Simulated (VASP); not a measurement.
Here is a VASP 6.6.1 calculation.

INCAR

```
PREC = Accurate
ENCUT = 520
EDIFF = 1E-6
ISMEAR = -1
SIGMA = 0.1
LREAL = False
LASPH = True
NELM = 60
ALGO = Normal
ISIF = 2
LWAVE = False
LCHARG = False
GGA = RE
NBANDS = 18
```

The input KPOINTS:

```
regular mesh
0
Gamma
  11 11 8
```

File POSCAR:

```
La
1.0
   -3.2527932129      3.2538961436      1.8997734651
    3.2538961436     -3.2527932129      1.8997734651
    3.2570433163      3.2570433163     -1.8977534456
La
2
Direct
    0.0002126749      0.9997873251      1.0000000000
    0.7497873251      0.2502126749      0.5000000000
```

Potentials or basis: VASP PAW PBE potentials, release 64 (La).

Launch:

```bash
$ cat potpaw_PBE.64/La/POTCAR > POTCAR
$ mpirun -np 1 vasp_std > vasp.out
```

Question: Estimate the pressure.

Answer: -1.6 GPa.

Question: Predict the band gap on the k mesh.

Answer: Zero (bands 11 and 12 overlap by 1.15 eV).

Stress tensor (GPa, compression positive):
```
-1.42  0.00  0.01
 0.00 -1.42  0.01
 0.01  0.01 -1.97
```

Caveat: the PAW data sets were made with another functional, which shifts forces and pressure a little; spin-orbit coupling is left out, which moves the levels of the heavy elements.
